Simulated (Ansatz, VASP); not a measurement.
# MgS: VASP beside Ansatz

```
Mg S
1.0
     0.00000    2.56148    2.56148
     2.56148    0.00000    2.56148
     2.56148    2.56148    0.00000
Mg S
1 1
Direct
  0.00000 0.00000 0.00000
  0.50000 0.50000 0.50000
```

Alike in both runs: task single point; functional PBE; k mesh 8 × 8 × 8; occupations gaussian, width 0.02 eV; no spin polarisation.

|  | VASP | Ansatz |
| --- | --- | --- |
| version | VASP 6.6.1 | Ansatz 0.2.0 |
| potentials or method | VASP PAW PBE potentials, release 64 (Mg, S), cutoff 520 eV | scalar-relativistic, plane waves, PAW |
| valence electrons in the cell | 8 | 16 |

```tsv
	VASP	Ansatz	Ansatz less VASP
gap on the k mesh at the Fermi level (eV)	2.88	2.89	+0.012
least direct gap on the mesh (eV)	4.09	4.10	+0.010
pressure (GPa)	4.9	5.2	+0.32
```

VASP's potentials hold 8 valence electrons a cell and Ansatz's 16, so a difference there can come from the potentials and not from the codes.
